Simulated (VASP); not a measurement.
# MgB2 (P6/mmm) in VASP: settings compared

MgB2 is run at these levels: PBEsol+D3(BJ), revPBE, BLYP; tasks: single point.

All numbers are computed with VASP 6.6.1; they aren't measurements. Logs are shortened: lines on timing, memory, paths and dates and some standing lists are left out, and cuts for length are marked.

## Step 1: The cell of the first run

Symmetry: P6/mmm, No. 191, hexagonal system. Conventional cell: a = 3.126 Å, b = 3.126 Å, c = 3.569 Å, α = 90.00°, β = 90.00°, γ = 120.00°. Mg (site symmetry 6/mmm) has 12 B at 2.54 Å and 6 Mg at 3.13 Å within 3.3 Å. B (site symmetry -6m2) has 3 B at 1.80 Å within 2.4 Å.

## Step 2: Single point, PBEsol+D3(BJ)

File INCAR:

```
PREC = Accurate
ENCUT = 520
EDIFF = 1E-6
ISMEAR = -1
SIGMA = 0.05
LREAL = F
LASPH = T
NELM = 80
ALGO = Normal
ISIF = 2
LWAVE = F
LCHARG = F
GGA = PS
IVDW = 12
NBANDS = 11
```

File KPOINTS:

```
regular mesh
0
Gamma
  10 10 8
```

File POSCAR:

```
MgB2
1.0
    3.1255967608      0.0000000000      0.0000000000
   -1.5627983804      2.7068461969      0.0000000000
    0.0000000000      0.0000000000      3.5693605797
Mg B
1 2
Direct
    0.0000000000      0.0000000000      0.0000000000
    0.6666666667      0.3333333333      0.5000000000
    0.3333333333      0.6666666667      0.5000000000
```

Potentials or basis: VASP PAW PBE potentials, release 64 (Mg, B).

Launch:

```
cat potpaw_PBE.64/Mg/POTCAR potpaw_PBE.64/B/POTCAR > POTCAR
mpirun -np 1 vasp_std > vasp.out
```

OUTCAR:

```text
PREC = Accurate
   ENCUT = 520
   EDIFF = 1E-6
   ISMEAR = -1
   LREAL = F
   LASPH = T
   NELM = 80
   ISIF = 2
   GGA = PS
   IVDW = 12
 IVDW          = 12

 ion  position               nearest neighbor table
   1  0.000  0.000  0.000-   2 2.54   3 2.54   2 2.54   3 2.54   2 2.54   2 2.54   3 2.54   3 2.54
                             2 2.54   2 2.54   3 2.54   3 2.54
   2  0.667  0.333  0.500-   3 1.80   3 1.80   3 1.80   1 2.54   1 2.54   1 2.54   1 2.54   1 2.54
                             1 2.54
   3  0.333  0.667  0.500-   2 1.80   2 1.80   2 1.80   1 2.54   1 2.54   1 2.54   1 2.54   1 2.54
                             1 2.54

  LATTYP: Found a hexagonal cell.
 ALAT       =     3.1255967608
 C/A-ratio  =     1.1419773096

  Lattice vectors:

 A1 = (   3.1255967608,   0.0000000000,   0.0000000000)
 A2 = (  -1.5627983804,   2.7068461969,   0.0000000000)
 A3 = (   0.0000000000,   0.0000000000,   3.5693605797)

Analysis of symmetry for initial positions (statically):
=====================================================================
 Subroutine PRICEL returns:
 Original cell was already a primitive cell.

 Routine SETGRP: Setting up the symmetry group for a
 hexagonal supercell.

 Subroutine GETGRP returns: Found 24 space group operations
 (whereof 24 operations were pure point group operations)
 out of a pool of 24 trial point group operations.

The static configuration has the point symmetry D_6h.

Analysis of symmetry for dynamics (positions and initial velocities):
=====================================================================
 Subroutine PRICEL returns:
 Original cell was already a primitive cell.

 Routine SETGRP: Setting up the symmetry group for a
 hexagonal supercell.

 Subroutine GETGRP returns: Found 24 space group operations
 (whereof 24 operations were pure point group operations)
 out of a pool of 24 trial point group operations.

The dynamic configuration has the point symmetry D_6h.

 Subroutine INISYM returns: Found 24 space group operations
 (whereof 24 operations are pure point group operations),
 and found     1 'primitive' translations

----------------------------------------------------------------------------------------

                                     Primitive cell

  volume of cell :      30.1986

  direct lattice vectors                    reciprocal lattice vectors
     3.125596761  0.000000000  0.000000000     0.319938903  0.184716812  0.000000000
    -1.562798380  2.706846197  0.000000000     0.000000000  0.369433624  0.000000000
     0.000000000  0.000000000  3.569360580     0.000000000  0.000000000  0.280162224

  length of vectors
     3.125596761  3.125596761  3.569360580     0.369433624  0.369433624  0.280162224

  position of ions in fractional coordinates (direct lattice)
     0.000000000  0.000000000  0.000000000
     0.666666667  0.333333333  0.500000000
     0.333333333  0.666666667  0.500000000

  ion indices of the primitive-cell ions
   primitive index   ion index
                 1           1
                 2           2
                 3           3

----------------------------------------------------------------------------------------

 KPOINTS: regular mesh

Automatic generation of k-mesh.
 Grid dimensions read from file:
 generate k-points for:   10   10    8

 Generating k-lattice:

  Cartesian coordinates                     Fractional coordinates (reciprocal lattice)
     0.031993890  0.018471681  0.000000000     0.100000000 -0.000000000  0.000000000
     0.000000000  0.036943362  0.000000000     0.000000000  0.100000000  0.000000000
     0.000000000  0.000000000  0.035020278     0.000000000  0.000000000  0.125000000

  Length of vectors
     0.036943362  0.036943362  0.035020278

  Shift w.r.t. Gamma in fractional coordinates (k-lattice)
     0.000000000  0.000000000  0.000000000

 Subroutine IBZKPT returns following result:
 ===========================================

 Found     70 irreducible k-points:

 Following reciprocal coordinates:
            Coordinates               Weight
  0.000000  0.000000  0.000000      1.000000
  0.100000  0.000000  0.000000      6.000000
  0.200000  0.000000  0.000000      6.000000
  0.300000  0.000000  0.000000      6.000000
  0.400000  0.000000  0.000000      6.000000
  0.500000 -0.000000  0.000000      3.000000
[... 16 lines left out ...]
  0.300000  0.100000  0.125000     24.000000
  0.400000  0.100000  0.125000     24.000000
 [... further k-points ...]
   k-points           NKPTS =     70   k-points in BZ     NKDIM =     70   number of bands    NBANDS=     11
   number of dos      NEDOS =    301   number of ions     NIONS =      3
   total plane-waves  NPLWV =  16128
   dimension x,y,z NGX =    24 NGY =   24 NGZ =   28
   dimension x,y,z NGXF=    48 NGYF=   48 NGZF=   56
   ions per type =               1   2
   NGX,Y,Z   is equivalent  to a cutoff of  12.77, 12.77, 13.04 a.u.
   NGXF,Y,Z  is equivalent  to a cutoff of  25.53, 25.53, 26.08 a.u.
 SYSTEM =  unknown system
   PREC   = accura    normal or accurate (medium, high low for compatibility)
   ISTART =      0    job   : 0-new  1-cont  2-samecut
   ICHARG =      2    charge: 1-file 2-atom 10-const
   ISPIN  =      1    spin polarized calculation?
   LNONCOLLINEAR =      F non collinear calculations
   LSORBIT =      F    spin-orbit coupling
   LASPH  =      T    aspherical Exc in radial PAW
   ENCUT  =  520.0 eV  38.22 Ry    6.18 a.u.   5.81  5.81  6.64*2*pi/ulx,y,z
   NELM   =     80;   NELMIN=  2; NELMDL= -5     # of ELM steps
   EDIFF  = 0.1E-05   stopping-criterion for ELM
   LREAL  =      F    real-space projection
   EDIFFG = 0.1E-04   stopping-criterion for IOM
   NSW    =      0    number of steps for IOM
   IBRION =     -1    ionic relax: 0-MD 1-quasi-New 2-CG
   NFREE  =      0    steps in history (QN), initial steepest desc. (CG)
   ISIF   =      2    stress and relaxation
   ISYM   =      2    0-nonsym 1-usesym 2-fastsym
   POTIM  = 0.5000    time-step for ionic-motion
   TEBEG  =    0.0;   TEEND  =   0.0 temperature during run
   PSTRESS=    0.0 pullay stress
   NELECT =       8.0000    total number of electrons
   NUPDOWN=      -1.0000    fix difference up-down
   EMIN   =  10.00;   EMAX   =-10.00  energy-range for DOS
   EFERMI =   0.00;   METHOD = LEGACY
   ISMEAR =    -1;   SIGMA  =   0.05  broadening in eV -4-tet -1-fermi 0-gaus
   EFERMI_NEDOS =   21; number of points for ismear=-14 and -15
   IALGO  =     38    algorithm
   IMIX   =      4    mixing-type and parameters
     AMIX     =   0.40;   BMIX     =  1.00
     AMIX_MAG =   1.60;   BMIX_MAG =  1.00
  volume/ion in A,a.u.               =      10.07        67.93
  Fermi-wavevector in a.u.,A,eV,Ry     =   1.051419  1.986894 15.040996  1.105482
  Thomas-Fermi vector in A             =   2.186461
   LORBIT       =      0    0 simple, 1 ext, 2 COOP (PROOUT), +10 PAW based schemes
   GGA     = PS    functional components
   LHFCALC =     F    Hartree Fock is set to
   AEXX    =    0.0000 exact exchange contribution
   IVDW    =    12    specifies the selected vdW correction
   LEPSILON=     F    determine dielectric tensor
   LRPA    =     F    only Hartree local field effects (RPA)
 non-spin polarized calculation
  energy-cutoff  :      520.00
  volume of cell :       30.20
 maximum number of plane-waves:       830
 NGX is ok and might be reduce to    24
   NGX = 11   NGY = 11   NGZ = 13

 number of electron       8.0000000 magnetization

 Free energy of the ion-electron system (eV)
  ---------------------------------------------------
  ext. energy  EPLUGINS =         0.00000000
  ---------------------------------------------------
  free energy    TOTEN  =       -16.17652517 eV

  energy without entropy =      -16.17036727  energy(sigma->0) =      -16.17344622

 E-fermi :   4.9807     XC(G=0): -10.8381

 val. band max:        4.9620103587   @ k =   0.1000   0.0000   0.1250
 cond. band min:       5.0038225916   @ k =   0.3000   0.2000   0.0000
 fundamental gap:      0.0418122329
 Fermi energy:         4.9807047281

 k-point     1 :       0.0000    0.0000    0.0000
  band No.  band energies     occupation
      1      -7.2294      2.00000
      2       2.0775      2.00000
      3       5.2987      0.00345
      4       5.2987      0.00345
      5       6.4552      0.00000
      6      11.0537      0.00000
      7      11.0537      0.00000
      8      12.6276      0.00000
      9      14.5470      0.00000
     10      17.0711      0.00000
     11      20.6540      0.00000

 k-point     2 :       0.1000    0.0000    0.0000
  band No.  band energies     occupation
      1      -7.0599      2.00000
      2       2.2433      2.00000
      3       4.4538      1.99995
      4       4.9143      1.58088
      5       6.6120      0.00000
      6      10.8766      0.00000
      7      11.7766      0.00000
      8      13.0421      0.00000
      9      13.9684      0.00000
     10      17.9242      0.00000
     11      19.8197      0.00000

 k-point     3 :       0.2000    0.0000    0.0000
  band No.  band energies     occupation
      1      -6.5543      2.00000
      2       2.6281      2.00000
      3       2.7349      2.00000
      4       4.1488      2.00000
      5       7.0836      0.00000
      6      10.3019      0.00000
      7      12.4829      0.00000
      8      13.5330      0.00000
      9      13.8204      0.00000
     10      18.6812      0.00000
     11      19.0344      0.00000

 k-point     4 :       0.3000    0.0000    0.0000
  band No.  band energies     occupation
      1      -5.7216      2.00000
      2       0.5986      2.00000
      3       3.4473      2.00000
      4       3.5273      2.00000
      5       7.8048      0.00000
      6       9.7642      0.00000
      7      10.6095      0.00000
      8      13.6015      0.00000
      9      15.7636      0.00000
     10      17.8773      0.00000
     11      18.8221      0.00000

 k-point     5 :       0.4000    0.0000    0.0000
  band No.  band energies     occupation
      1      -4.5839      2.00000
      2      -1.3214      2.00000
      3       2.9874      2.00000
      4       4.5205      1.99980
      5       8.4950      0.00000
      6       8.8413      0.00000
      7       9.6588      0.00000
      8      12.4638      0.00000
      9      17.2453      0.00000
     10      17.7200      0.00000
     11      18.9453      0.00000
[... 211 lines left out ...]
 k-point    21 :       0.1000    0.1000    0.1250
  band No.  band energies     occupation
      1      -6.5963      2.00000
      2       1.6280      2.00000
      3       3.4088      2.00000
      4       4.1431      2.00000
      5       8.1784      0.00000
      6      11.1956      0.00000
      7      11.7186      0.00000
      8      12.6321      0.00000
      9      14.6036      0.00000
     10      17.2914      0.00000
     11      18.7551      0.00000

 k-point    22 :       0.2000    0.1000    0.1250
  band No.  band energies     occupation
      1      -5.9312      2.00000
      2       1.6889      2.00000
      3       2.2960      2.00000
      4       3.1791      2.00000
      5       8.7803      0.00000
      6      10.3524      0.00000
      7      11.0961      0.00000
      8      13.3532      0.00000
      9      15.5711      0.00000
     10      15.8992      0.00000
     11      18.8056      0.00000

 k-point    23 :       0.3000    0.1000    0.1250
  band No.  band energies     occupation
      1      -4.9503      2.00000
      2      -0.2173      2.00000
      3       2.5093      2.00000
      4       3.2621      2.00000
      5       8.5460      0.00000
      6       9.6504      0.00000
      7      10.6624      0.00000
      8      13.7162      0.00000
      9      15.1455      0.00000
     10      16.4787      0.00000
     11      18.6912      0.00000

 k-point    24 :       0.4000    0.1000    0.1250
  band No.  band energies     occupation
      1      -3.7040      2.00000
      2      -1.9716      2.00000
      3       2.1850      2.00000
      4       4.2904      2.00000
      5       7.0777      0.00000
      6       9.9443      0.00000
      7      11.0102      0.00000
      8      12.8354      0.00000
      9      14.7367      0.00000
     10      17.8496      0.00000
     11      18.8038      0.00000

 [... further k-points ...]

------------------------ aborting loop because EDIFF is reached ----------------------------------------

 Edisp (eV)   -0.67650

 E8    (eV) :    -0.4121

  FORCE on cell =-STRESS in cart. coord.  units (eV):
  Direction    XX          YY          ZZ          XY          YZ          ZX
  --------------------------------------------------------------------------------------
  -------------------------------------------------------------------------------------
  Total      -2.38001    -2.38001    -2.03362     0.00000    -0.00000     0.00000
  in kB    -126.27058  -126.27058  -107.89295     0.00000    -0.00000     0.00000
  external pressure =     -120.14 kB  Pullay stress =        0.00 kB

 VOLUME and BASIS-vectors are now :
 -----------------------------------------------------------------------------
  energy-cutoff  :      520.00
  volume of cell :       30.20
      direct lattice vectors                 reciprocal lattice vectors
     3.125596761  0.000000000  0.000000000     0.319938903  0.184716812  0.000000000
    -1.562798380  2.706846197  0.000000000     0.000000000  0.369433624  0.000000000
     0.000000000  0.000000000  3.569360580     0.000000000  0.000000000  0.280162224

 POSITION                                       TOTAL-FORCE (eV/Angst)
 -----------------------------------------------------------------------------------
      0.00000      0.00000      0.00000        -0.000000      0.000000      0.000000
      1.56280      0.90228      1.78468         0.000000      0.000000      0.000000
     -0.00000      1.80456      1.78468        -0.000000     -0.000000      0.000000
 -----------------------------------------------------------------------------------
    total drift:                                0.000000     -0.000000      0.000000

  FREE ENERGIE OF THE ION-ELECTRON SYSTEM (eV)
  ---------------------------------------------------
  free  energy   TOTEN  =       -16.8530222954 eV

  energy  without entropy=      -16.8468644047  energy(sigma->0) =      -16.84994335
```

Run time: 15 s. Hardware: 1 thread of Intel Xeon 6975P-C, shared host; peak memory 0.17 GiB.

What came out:

```
Free energy                : -16.8530 eV
Pressure                   : -12.0 GPa
Band gap on the k mesh     : zero (band 4 reaches 6.05 eV, above the bottom of band 5 at 3.64 eV)
Dispersion energy per atom : -0.226 eV
```

Levels at points of the mesh, in eV from the Fermi level:
```
           k point  band 1  band 2  band 3  band 4  band 5  band 6  band 7  band 8
(0.00, 0.00, 0.00)  -12.21   -2.90    0.32    0.32    1.47    6.07    6.07    7.65
(0.50, 0.00, 0.00)   -8.43   -7.71   -2.15    0.19    2.94    3.68    5.06    6.67
(0.00, 0.00, 0.50)  -10.98   -7.31    0.68    0.68    6.43    6.43    7.66    9.28
(0.50, 0.00, 0.50)   -7.48   -6.82   -3.53   -1.86   -1.35    5.38    8.33    8.56
```

Caveat: the PAW data sets were made with another functional, which shifts forces and pressure a little; pairwise dispersion overbinds metals, which lowers pressure and volume.

## Step 3: Single point, revPBE

This run uses another cell than the first one, of 9.87 Å³/atom, 0.981 times its volume.

File INCAR:

```
SYSTEM = MgB2
ALGO = Normal ; EDIFF = 1E-6
ENCUT = 520 ; GGA = RE
ISIF = 2 ; ISMEAR = -1
LASPH = .True. ; LCHARG = .False.
LREAL = .False. ; LWAVE = .False.
NBANDS = 11 ; NELM = 100
PREC = Accurate ; SIGMA = 0.05
```

File KPOINTS:

```
k-points
0
Gamma
  10 10 8
  0 0 0
```

File POSCAR:

```
MgB2
1.0
    3.1054310590      0.0000000000      0.0000000000
   -1.5527155295      2.6893821868      0.0000000000
    0.0000000000      0.0000000000      3.5463318058
Mg B
1 2
Direct
    0.0000000000      0.0000000000      0.0000000000
    0.6666666667      0.3333333333      0.5000000000
    0.3333333333      0.6666666667      0.5000000000
```

Potentials or basis: VASP PAW PBE potentials, release 64 (Mg, B).

Launch:

```
cat potpaw_PBE.64/Mg/POTCAR potpaw_PBE.64/B/POTCAR > POTCAR
mpirun -np 1 vasp_std > vasp.out
```

Wall time 14 s (1 thread of Intel Xeon 6975P-C, shared host); peak memory 0.15 GiB.

The run converged. Its results:

| Quantity | Value |
| --- | --- |
| Free energy | -14.6809 eV |
| Pressure | -1.5 GPa |
| Band gap on the k mesh | zero (band 4 reaches 6.33 eV, above the bottom of band 5 at 3.91 eV) |

Stress tensor (GPa, compression positive):
```
-1.74  0.00  0.00
 0.00 -1.74  0.00
 0.00  0.00 -1.09
```

Levels at points of the mesh, in eV from the Fermi level:
```csv
k point,band 1,band 2,band 3,band 4,band 5,band 6,band 7,band 8,band 9
"(0.00, 0.00, 0.00)",-12.37,-2.94,0.32,0.32,1.58,6.19,6.19,7.78,9.78
"(0.50, 0.00, 0.00)",-8.56,-7.80,-2.18,0.18,3.00,3.76,5.19,6.94,12.40
"(0.00, 0.00, 0.50)",-11.14,-7.36,0.69,0.69,6.52,6.52,7.81,9.47,9.83
"(0.50, 0.00, 0.50)",-7.60,-6.91,-3.56,-1.89,-1.31,5.50,8.63,8.76,12.85
```

Caveat: the PAW data sets were made with another functional, which shifts forces and pressure a little.

## Step 4: Single point, revPBE

This run uses another cell than the first one, of 9.80 Å³/atom, 0.973 times its volume.

File INCAR:

```
ALGO     = Normal         # electronic algorithm
EDIFF    = 1E-6           # SCF threshold, eV
ENCUT    = 520            # plane-wave cutoff, eV
GGA      = RE             # functional
ISIF     = 2              # what is computed and relaxed
ISMEAR   = -1             # smearing method
LASPH    = True           # aspherical terms in the spheres
LCHARG   = False          # write CHGCAR
LREAL    = False          # projectors in reciprocal space
LWAVE    = False          # write WAVECAR
NBANDS   = 11             # bands
NELM     = 80             # most SCF steps
PREC     = Accurate       # precision mode
SIGMA    = 0.05           # smearing width, eV
```

File KPOINTS:

```
k-points
0
Gamma
  10 10 8
```

File POSCAR:

```
MgB2
1.0
    3.0958768609      0.0000000000      0.0000000000
   -1.5479384304      2.6811080085      0.0000000000
    0.0000000000      0.0000000000      3.5411046038
Mg B
1 2
Direct
    0.0000000000      0.0000000000      0.0000000000
    0.6666666667      0.3333333333      0.5000000000
    0.3333333333      0.6666666667      0.5000000000
```

Launch:

```
cat potpaw_PBE.64/Mg/POTCAR potpaw_PBE.64/B/POTCAR > POTCAR
mpirun -np 1 vasp_std > vasp.out
```

Run time: 27 s. Hardware: 1 thread of Intel Xeon 8259CL, shared host; peak memory 0.15 GiB.

Results (log left out):

```yaml
Free_energy: -14.6821 eV
Pressure: -0.4 GPa
Band_gap_on_the_k_mesh: zero (band 4 reaches 6.38 eV, above the bottom of band 5 at 3.96 eV)
```

Stress tensor (GPa, compression positive):
```
-0.31  0.00  0.00
 0.00 -0.31  0.00
 0.00  0.00 -0.45
```

Levels at points of the mesh, in eV from the Fermi level:
```csv
k point,band 1,band 2,band 3,band 4,band 5,band 6,band 7,band 8,band 9
"(0.00, 0.00, 0.00)",-12.42,-2.97,0.33,0.33,1.57,6.23,6.23,7.89,9.85
"(0.50, 0.00, 0.00)",-8.58,-7.83,-2.19,0.17,3.01,3.79,5.21,6.99,12.47
"(0.00, 0.00, 0.50)",-11.18,-7.40,0.70,0.70,6.57,6.57,7.87,9.60,9.85
"(0.50, 0.00, 0.50)",-7.62,-6.94,-3.58,-1.90,-1.31,5.56,8.71,8.81,12.90
```

Caveat: the PAW data sets were made with another functional, which shifts forces and pressure a little.

[end of part 1 of 2]
